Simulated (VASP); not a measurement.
Input of a VASP 6.6.1 run:

Contents of INCAR:

```
SYSTEM = CuO
PREC = Accurate
ENCUT = 520
EDIFF = 1E-7
ISMEAR = -1
SIGMA = 0.05
LREAL = .False.
LASPH = .True.
NELM = 150
ALGO = Normal
ISIF = 2
LWAVE = .False.
LCHARG = .False.
LMAXMIX = 4
LDAU = .True.
LDAUTYPE = 2
LDAUL = 2 -1
LDAUU = 2 0
LDAUJ = 0 0
LDAUPRINT = 1
GGA = PS
NBANDS = 25
```

The input KPOINTS:

```
Automatic mesh
0
Gamma
  9 9 5
  0 0 0
```

Contents of POSCAR:

```
CuO
1.0
    2.0450514457     -2.0569697778      0.0000000000
    2.0450514457      2.0569697778      0.0000000000
    0.0000000000      0.0000000000      5.0997023077
Cu O
2 2
Direct
    0.5000000000      0.0000000000      0.0000000000
    0.0000000000      0.5000000000      0.5000000000
    0.5000000000      0.5000000000      0.2500000000
    0.5000000000      0.5000000000      0.7500000000
```

Potentials or basis: VASP PAW PBE potentials, release 64 (Cu, O).

Command:

```sh
$ cat potpaw_PBE.64/Cu/POTCAR potpaw_PBE.64/O/POTCAR > POTCAR
$ mpirun -np 1 vasp_std > vasp.out
```

Question: Predict the band gap on the k mesh.

Answer: Zero (bands 17 and 18 overlap by 1.00 eV).

Question: Estimate the pressure.

Answer: -1.6 GPa.

Stress tensor (GPa, compression positive):
```
-1.47  0.00  0.00
 0.00 -1.54  0.00
 0.00  0.00 -1.73
```

Caveat: the PAW data sets were made with another functional, which shifts forces and pressure a little; U without spin polarisation on a metal has little footing.
